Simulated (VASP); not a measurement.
# Zr (P6_3/mmc) in VASP: further runs

Zr is run at these levels: PBEsol; tasks: single point, relaxation of cell and atoms.

Everything below comes from runs of VASP 6.6.1. Logs are shortened: lines on timing, memory, paths and dates and some standing lists are left out, and cuts for length are marked.

## 1. The cell of the first run

The structure is hexagonal, space group P6_3/mmc (No. 194). The conventional cell has a = 2.510 Å, b = 2.510 Å, c = 4.035 Å, α = 90.00°, β = 90.00°, γ = 120.00°. Zr (site symmetry -6m2) has 12 Zr at 2.48 to 2.51 Å within 3.3 Å.

## 2. Single point, PBEsol (volume scaled by 0.49, to set the pressure)

Contents of INCAR:

```
ALGO     = Normal         # electronic algorithm
EDIFF    = 1E-7           # SCF threshold, eV
ENCUT    = 520            # plane-wave cutoff, eV
GGA      = PS             # functional
ISIF     = 2              # what is computed and relaxed
ISMEAR   = -1             # smearing method
LASPH    = T              # aspherical terms in the spheres
LCHARG   = T              # write CHGCAR
LELF     = T              # ELF
LREAL    = F              # projectors in reciprocal space
LVHAR    = T            
LWAVE    = F              # write WAVECAR
NBANDS   = 19             # bands
NELM     = 60             # most SCF steps
PREC     = Accurate       # precision mode
SIGMA    = 0.08           # smearing width, eV
```

Contents of KPOINTS:

```
k-points
0
Gamma
  18 18 10
```

Contents of POSCAR:

```
Zr
1.0
    2.5099744680      0.0000000000      0.0000000000
   -1.2549872340      2.1737016522      0.0000000000
    0.0000000000      0.0000000000      4.0352132402
Zr
2
Direct
    0.3333333333      0.6666666667      0.2500000000
    0.6666666667      0.3333333333      0.7500000000
```

Potentials or basis: VASP PAW PBE potentials, release 64 (Zr_sv).

On the command line:

```bash
$ cat potpaw_PBE.64/Zr_sv/POTCAR > POTCAR
$ mpirun -np 1 vasp_std > vasp.out
```

OUTCAR:

```text
EDIFF = 1E-7
   ENCUT = 520
   GGA = PS
   ISIF = 2
   ISMEAR = -1
   LASPH = T
   LREAL = F
   NELM = 60
   PREC = Accurate

 ion  position               nearest neighbor table
   1  0.333  0.667  0.250-   2 2.48   2 2.48   2 2.48   2 2.48   2 2.48   2 2.48   2 3.53   2 3.53
                             2 3.53   2 3.53   2 3.53   2 3.53
   2  0.667  0.333  0.750-   1 2.48   1 2.48   1 2.48   1 2.48   1 2.48   1 2.48   1 3.53   1 3.53
                             1 3.53   1 3.53   1 3.53   1 3.53

  LATTYP: Found a hexagonal cell.
 ALAT       =     2.5099744680
 C/A-ratio  =     1.6076710308

  Lattice vectors:

 A1 = (   2.5099744680,   0.0000000000,   0.0000000000)
 A2 = (  -1.2549872340,   2.1737016522,   0.0000000000)
 A3 = (   0.0000000000,   0.0000000000,   4.0352132402)

Analysis of symmetry for initial positions (statically):
=====================================================================
 Subroutine PRICEL returns:
 Original cell was already a primitive cell.

 Routine SETGRP: Setting up the symmetry group for a
 hexagonal supercell.

 Subroutine GETGRP returns: Found 24 space group operations
 (whereof 12 operations were pure point group operations)
 out of a pool of 24 trial point group operations.

The static configuration has the point symmetry D_3d.
 The point group associated with its full space group is D_6h.

Analysis of symmetry for dynamics (positions and initial velocities):
=====================================================================
 Subroutine PRICEL returns:
 Original cell was already a primitive cell.

 Routine SETGRP: Setting up the symmetry group for a
 hexagonal supercell.

 Subroutine GETGRP returns: Found 24 space group operations
 (whereof 12 operations were pure point group operations)
 out of a pool of 24 trial point group operations.

The dynamic configuration has the point symmetry D_3d.
 The point group associated with its full space group is D_6h.

 Subroutine INISYM returns: Found 24 space group operations
 (whereof 12 operations are pure point group operations),
 and found     1 'primitive' translations

----------------------------------------------------------------------------------------

                                     Primitive cell

  volume of cell :      22.0159

  direct lattice vectors                    reciprocal lattice vectors
     2.509974468  0.000000000  0.000000000     0.398410427  0.230022367  0.000000000
    -1.254987234  2.173701652  0.000000000     0.000000000  0.460044735  0.000000000
     0.000000000  0.000000000  4.035213240     0.000000000  0.000000000  0.247818378

  length of vectors
     2.509974468  2.509974468  4.035213240     0.460044735  0.460044735  0.247818378

  position of ions in fractional coordinates (direct lattice)
     0.333333333  0.666666667  0.250000000
     0.666666667  0.333333333  0.750000000

  ion indices of the primitive-cell ions
   primitive index   ion index
                 1           1
                 2           2

----------------------------------------------------------------------------------------

 KPOINTS: k-points

Automatic generation of k-mesh.
 Grid dimensions read from file:
 generate k-points for:   18   18   10

 Generating k-lattice:

  Cartesian coordinates                     Fractional coordinates (reciprocal lattice)
     0.022133913  0.012779020  0.000000000     0.055555556  0.000000000  0.000000000
     0.000000000  0.025558041  0.000000000     0.000000000  0.055555556  0.000000000
     0.000000000  0.000000000  0.024781838     0.000000000  0.000000000  0.100000000

  Length of vectors
     0.025558041  0.025558041  0.024781838

  Shift w.r.t. Gamma in fractional coordinates (k-lattice)
     0.000000000  0.000000000  0.000000000

 Subroutine IBZKPT returns following result:
 ===========================================

 Found    222 irreducible k-points:

 Following reciprocal coordinates:
            Coordinates               Weight
  0.000000  0.000000  0.000000      1.000000
  0.055556  0.000000  0.000000      6.000000
  0.111111  0.000000  0.000000      6.000000
  0.166667  0.000000  0.000000      6.000000
  0.222222  0.000000  0.000000      6.000000
  0.277778  0.000000  0.000000      6.000000
[... 16 lines left out ...]
  0.333333  0.111111  0.000000     12.000000
  0.388889  0.111111  0.000000     12.000000
 [... further k-points ...]
   k-points           NKPTS =    222   k-points in BZ     NKDIM =    222   number of bands    NBANDS=     19
   number of dos      NEDOS =    301   number of ions     NIONS =      2
   total plane-waves  NPLWV =  12000
   dimension x,y,z NGX =    20 NGY =   20 NGZ =   30
   dimension x,y,z NGXF=    40 NGYF=   40 NGZF=   60
   ions per type =               2
   NGX,Y,Z   is equivalent  to a cutoff of  13.25, 13.25, 12.36 a.u.
   NGXF,Y,Z  is equivalent  to a cutoff of  26.49, 26.49, 24.72 a.u.
 SYSTEM =  unknown system
   PREC   = accura    normal or accurate (medium, high low for compatibility)
   ISTART =      0    job   : 0-new  1-cont  2-samecut
   ICHARG =      2    charge: 1-file 2-atom 10-const
   ISPIN  =      1    spin polarized calculation?
   LNONCOLLINEAR =      F non collinear calculations
   LSORBIT =      F    spin-orbit coupling
   LASPH  =      T    aspherical Exc in radial PAW
   ENCUT  =  520.0 eV  38.22 Ry    6.18 a.u.   4.67  4.67  7.50*2*pi/ulx,y,z
   NELM   =     60;   NELMIN=  2; NELMDL= -5     # of ELM steps
   EDIFF  = 0.1E-06   stopping-criterion for ELM
   LREAL  =      F    real-space projection
   EDIFFG = 0.1E-05   stopping-criterion for IOM
   NSW    =      0    number of steps for IOM
   IBRION =     -1    ionic relax: 0-MD 1-quasi-New 2-CG
   NFREE  =      0    steps in history (QN), initial steepest desc. (CG)
   ISIF   =      2    stress and relaxation
   ISYM   =      2    0-nonsym 1-usesym 2-fastsym
   POTIM  = 0.5000    time-step for ionic-motion
   TEBEG  =    0.0;   TEEND  =   0.0 temperature during run
   PSTRESS=    0.0 pullay stress
   NELECT =      24.0000    total number of electrons
   NUPDOWN=      -1.0000    fix difference up-down
   EMIN   =  10.00;   EMAX   =-10.00  energy-range for DOS
   EFERMI =   0.00;   METHOD = LEGACY
   ISMEAR =    -1;   SIGMA  =   0.08  broadening in eV -4-tet -1-fermi 0-gaus
   EFERMI_NEDOS =   21; number of points for ismear=-14 and -15
   IALGO  =     38    algorithm
   IMIX   =      4    mixing-type and parameters
     AMIX     =   0.40;   BMIX     =  1.00
     AMIX_MAG =   1.60;   BMIX_MAG =  1.00
  volume/ion in A,a.u.               =      11.01        74.29
  Fermi-wavevector in a.u.,A,eV,Ry     =   1.684871  3.183945 38.624089  2.838790
  Thomas-Fermi vector in A             =   2.767816
   LORBIT       =      0    0 simple, 1 ext, 2 COOP (PROOUT), +10 PAW based schemes
   GGA     = PS    functional components
   LHFCALC =     F    Hartree Fock is set to
   AEXX    =    0.0000 exact exchange contribution
   IVDW    =     0    specifies the selected vdW correction
   LEPSILON=     F    determine dielectric tensor
   LRPA    =     F    only Hartree local field effects (RPA)
 non-spin polarized calculation
  energy-cutoff  :      520.00
  volume of cell :       22.02
 maximum number of plane-waves:       608
 NGX is ok and might be reduce to    20
   NGX =  9   NGY =  9   NGZ = 15

 number of electron      24.0000000 magnetization

 Free energy of the ion-electron system (eV)
  ---------------------------------------------------
  ext. energy  EPLUGINS =         0.00000000
  ---------------------------------------------------
  free energy    TOTEN  =        -8.75659747 eV

  energy without entropy =       -8.73542108  energy(sigma->0) =       -8.74600927

 E-fermi :  20.1524     XC(G=0): -15.1458

 val. band max:       20.1361006960   @ k =   0.0556   0.0000   0.4000
 cond. band min:      20.1677717190   @ k =   0.1111   0.0000   0.2000
 fundamental gap:      0.0316710230
 Fermi energy:        20.1524030332

 k-point     1 :       0.0000    0.0000    0.0000
  band No.  band energies     occupation
      1     -29.7737      2.00000
      2     -27.6444      2.00000
      3     -10.4445      2.00000
      4      -4.2474      2.00000
      5      -4.2474      2.00000
      6      -3.3103      2.00000
[... 11 lines left out ...]
     18      27.8944      0.00000
     19      28.5597      0.00000

 k-point     2 :       0.0556    0.0000    0.0000
  band No.  band energies     occupation
      1     -29.7292      2.00000
      2     -27.6200      2.00000
      3     -10.3870      2.00000
      4      -4.4589      2.00000
      5      -4.3133      2.00000
      6      -3.4965      2.00000
[... 11 lines left out ...]
     18      26.3747      0.00000
     19      28.8036      0.00000

 k-point     3 :       0.1111    0.0000    0.0000
  band No.  band energies     occupation
      1     -29.5984      2.00000
      2     -27.5498      2.00000
      3     -10.2164      2.00000
      4      -5.0432      2.00000
      5      -4.4927      2.00000
      6      -4.0149      2.00000
[... 11 lines left out ...]
     18      25.1423      0.00000
     19      29.3953      0.00000

 k-point     4 :       0.1667    0.0000    0.0000
  band No.  band energies     occupation
      1     -29.3888      2.00000
      2     -27.4440      2.00000
      3      -9.9386      2.00000
      4      -5.8788      2.00000
      5      -4.7659      2.00000
      6      -4.7452      2.00000
[... 11 lines left out ...]
     18      24.3423      0.00000
     19      30.0954      0.00000

 k-point     5 :       0.2222    0.0000    0.0000
  band No.  band energies     occupation
      1     -29.1137      2.00000
      2     -27.3188      2.00000
      3      -9.5642      2.00000
      4      -6.8269      2.00000
      5      -5.6329      2.00000
      6      -5.0288      2.00000
[... 11 lines left out ...]
     18      25.0923      0.00000
     19      30.7354      0.00000
[... 334 lines left out ...]
      2     -27.1602      2.00000
      3      -8.9603      2.00000
      4      -7.7051      2.00000
      5      -6.9385      2.00000
      6      -5.3646      2.00000
[... 11 lines left out ...]
     18      28.5170      0.00000
     19      30.5582      0.00000

 k-point    22 :       0.2778    0.1111    0.0000
  band No.  band energies     occupation
      1     -28.3609      2.00000
      2     -27.0759      2.00000
      3      -8.4810      2.00000
      4      -8.4597      2.00000
      5      -7.4911      2.00000
      6      -5.7841      2.00000
[... 11 lines left out ...]
     18      30.6325      0.00000
     19      30.8322      0.00000

 k-point    23 :       0.3333    0.1111    0.0000
  band No.  band energies     occupation
      1     -28.0499      2.00000
      2     -27.0375      2.00000
      3      -9.0943      2.00000
      4      -7.9480      2.00000
      5      -7.9391      2.00000
      6      -6.1083      2.00000
[... 11 lines left out ...]
     18      31.0038      0.00000
     19      32.7207      0.00000

 k-point    24 :       0.3889    0.1111    0.0000
  band No.  band energies     occupation
      1     -27.8070      2.00000
      2     -27.0458      2.00000
      3      -9.4853      2.00000
      4      -8.2344      2.00000
      5      -7.5098      2.00000
      6      -6.3096      2.00000
[... 11 lines left out ...]
     18      31.0985      0.00000
     19      33.7186      0.00000

 [... further k-points ...]
[... 5 lines left out ...]
  --------------------------------------------------------------------------------------
  -------------------------------------------------------------------------------------
  Total       29.0968042     29.0968042     33.3144280      0.0000000      0.0000000      0.0000000
  in kB     2117.4840330   2117.4840331   2424.4164058      0.0000000      0.0000000      0.0000000
  external PRESSURE =    2219.7948239 kB  Pullay stress =       0.0000000 kB

 VOLUME and BASIS-vectors are now :
 -----------------------------------------------------------------------------
  energy-cutoff  :      520.00
  volume of cell :       22.02
      direct lattice vectors                 reciprocal lattice vectors
     2.509974468  0.000000000  0.000000000     0.398410427  0.230022367  0.000000000
    -1.254987234  2.173701652  0.000000000     0.000000000  0.460044735  0.000000000
     0.000000000  0.000000000  4.035213240     0.000000000  0.000000000  0.247818378

 POSITION                                       TOTAL-FORCE (eV/Angst)
 -----------------------------------------------------------------------------------
     -0.00000      1.44913      1.00880        -0.000000     -0.000000      0.000000
      1.25499      0.72457      3.02641         0.000000      0.000000      0.000000
 -----------------------------------------------------------------------------------
    total drift:                               -0.000000      0.000000     -0.000000

  FREE ENERGIE OF THE ION-ELECTRON SYSTEM (eV)
  ---------------------------------------------------
  free  energy   TOTEN  =        -8.7565974659 eV

  energy  without entropy=       -8.7354210839  energy(sigma->0) =       -8.74600927
```

Run time: 62 s. Hardware: 1 thread of Intel Xeon 6975P-C, shared host; peak memory 0.19 GiB.

What came out:

- Free energy: -8.7566 eV
- Pressure: 222.0 GPa
- Band gap on the k mesh: zero (band 12 reaches 21.17 eV, above the bottom of band 13 at 19.31 eV)

Levels at points of the mesh, in eV from the Fermi level:
```tsv
k point	band 10	band 11	band 12	band 13	band 14	band 15
(0.00, 0.00, 0.00)	-4.00	0.17	0.17	0.44	1.92	1.92
(0.50, 0.00, 0.00)	-5.25	-3.60	-0.45	2.55	3.65	4.32
(0.00, 0.00, 0.50)	-3.58	0.02	0.02	0.02	0.02	2.24
(0.50, 0.00, 0.50)	-5.93	-3.95	-3.95	3.86	3.86	7.11
```

Caveat: the cell differs from its parent crystal (volume scaled by 0.49, to set the pressure); the PAW data sets were made with another functional, which shifts forces and pressure a little.

## 3. Single point, PBEsol

This run uses another cell than the first one, of 11.03 Å³/atom, 1.002 times its volume.

Contents of INCAR:

```
PREC     = Accurate       # precision mode
ENCUT    = 520            # plane-wave cutoff, eV
EDIFF    = 1E-7           # SCF threshold, eV
ISMEAR   = -1             # smearing method
SIGMA    = 0.08           # smearing width, eV
LREAL    = False          # projectors in reciprocal space
LASPH    = True           # aspherical terms in the spheres
NELM     = 80             # most SCF steps
ALGO     = Normal         # electronic algorithm
ISIF     = 2              # what is computed and relaxed
LWAVE    = False          # write WAVECAR
LCHARG   = False          # write CHGCAR
GGA      = PS             # functional
NBANDS   = 19             # bands
```

Contents of KPOINTS:

```
Automatic mesh
0
Gamma
  18 18 10
```

Contents of POSCAR:

```
Zr
1.0
    2.4220612857      0.0000000000      0.0000000000
   -1.2110306428      2.0975666029      0.0000000000
    0.0000000000      0.0000000000      4.3441112805
Zr
2
Direct
    0.3333333333      0.6666666667      0.2500000000
    0.6666666667      0.3333333333      0.7500000000
```

Potentials or basis: VASP PAW PBE potentials, release 64 (Zr_sv).

On the command line:

```bash
$ cat potpaw_PBE.64/Zr_sv/POTCAR > POTCAR
$ mpirun -np 1 vasp_std > vasp.out
```

Wall time 53 s (1 thread of Intel Xeon 6975P-C, shared host); peak memory 0.19 GiB.

It converged, with:

```yaml
Free_energy: -9.0097 eV
Pressure: 222.6 GPa
Band_gap_on_the_k_mesh: zero (band 12 reaches 20.91 eV, above the bottom of band 13 at 19.06 eV)
```

Stress tensor (GPa, compression positive):
```
223.05   0.00   0.00
  0.00 223.05   0.00
  0.00   0.00 221.73
```

Levels at points of the mesh, in eV from the Fermi level:
```
           k point  band 9  band 10  band 11  band 12  band 13  band 14  band 15  band 16
(0.00, 0.00, 0.00)   -4.27    -4.20    -1.20     0.72     0.72     1.90     1.90     5.19
(0.50, 0.00, 0.00)   -6.62    -5.88    -4.14     0.46     0.97     2.34     3.98    10.61
(0.00, 0.00, 0.50)   -3.02    -3.02     0.83     0.83     0.83     0.83     1.09     1.09
(0.50, 0.00, 0.50)   -6.16    -6.16    -4.56    -4.56     4.47     4.47     6.54     6.54
```

Caveat: the PAW data sets were made with another functional, which shifts forces and pressure a little.

(Part 1 of 2 ends here.)
